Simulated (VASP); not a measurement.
Crystal: MnO.

```
Mn O
1.0
     0.00000    2.22391    2.22391
     2.22391    0.00000    2.22391
     2.22391    2.22391    0.00000
Mn O
1 1
Direct
  0.00000 0.00000 0.00000
  0.50000 0.50000 0.50000
```

```yaml
Program: VASP 6.6.1
Task: relaxation of cell and atoms
Functional: PBEsol
Potentials_or_basis: VASP PAW PBE potentials, release 64 (Mn_pv, O)
Cutoff: 600 eV
k_mesh: 10 × 10 × 10
Occupations: fermi-dirac, width 0.05 eV
Spin: collinear spin, ferromagnetic start
Starting_moments: "[4.0, 0.0] μB"
```

At the start: pressure -7.1 GPa; volume 11.00 Å³/atom.

Question: How do energy, volume and symmetry change on relaxing?

Answer: Over 3 steps the energy falls by 20.5 meV/atom and the volume is 10.15 Å³/atom (-7.7 %); space group Fm-3m (No. 225, to 0.05 Å); moment 4.46 μB per cell.

The path:
| step | energy change (eV) | largest force (eV/Å) | pressure (GPa) | volume (Å³) |
| --- | --- | --- | --- | --- |
| 1 | 0.0000 | 0.0000 | -7.10 | 22.00 |
| 2 | -0.0404 | 0.0000 | -0.98 | 20.48 |
| 3 | -0.0410 | 0.0000 | -0.06 | 20.30 |

Final structure:
```yaml
crystal:
  lattice:
    - [0.00000, 2.16507, 2.16507]
    - [2.16507, 0.00000, 2.16507]
    - [2.16507, 2.16507, 0.00000]
  atoms:
    - { symbol: Mn, position: [0.00000, 0.00000, 0.00000] }
    - { symbol: O, position: [0.50000, 0.50000, 0.50000] }
```

Caveat: the PAW data sets were made with another functional, which shifts forces and pressure a little; a cell with one magnetic atom can't hold antiferromagnetic order, which such compounds often take.
